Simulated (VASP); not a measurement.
Wanted: the native input for a VASP 6.6.1 run.

```
Task                   : single point
Functional             : PBE
Potentials or basis    : VASP PAW PBE potentials, release 64 (Ga_d, N)
Cutoff                 : 520 eV
k mesh                 : 6 × 6 × 4
Occupations            : gaussian, width 0.01 eV
Spin                   : no spin polarisation
Dipole correction      : no
Further INCAR settings : ALGO = Normal; EDIFF = 1e-06; NBANDS = 26
```

The structure of GaN lies in POSCAR:

```
GaN
1.0
    3.3000348257      0.0000000000      0.0000000000
   -1.6500174128      2.8579139924      0.0000000000
    0.0000000000      0.0000000000      4.7558746756
Ga N
2 2
Direct
    0.3333333333      0.6666666667      0.2500000000
    0.6666666667      0.3333333333      0.7500000000
    0.6666666667      0.3333333333      0.2500000000
    0.3333333333      0.6666666667      0.7500000000
```

One way to write it, as run:

INCAR

```
  PREC = Accurate
  ENCUT = 520
  EDIFF = 1E-6
  ISMEAR = 0
  SIGMA = 0.01
  LREAL = F
  LASPH = T
  NELM = 80
  ALGO = Normal
  ISIF = 2
  LWAVE = F
  LCHARG = F
  GGA = PE
  NBANDS = 26
```

KPOINTS

```
regular mesh
0
Gamma
  6 6 4
```

Potentials or basis: VASP PAW PBE potentials, release 64 (Ga_d, N).

The run is started by

```console
$ cat potpaw_PBE.64/Ga_d/POTCAR potpaw_PBE.64/N/POTCAR > POTCAR
$ mpirun -np 1 vasp_std > vasp.out
```

Results of the run:

* Pressure: 6.4 GPa
* Band gap on the k mesh: 1.46 eV

Caveat: the cell stands under pressure.

Run time: 42 s on 1 thread of Intel(R) Xeon(R) Platinum 8375C CPU @ 2.90GHz (Ice Lake), on a shared host, peak memory 0.17 GiB.
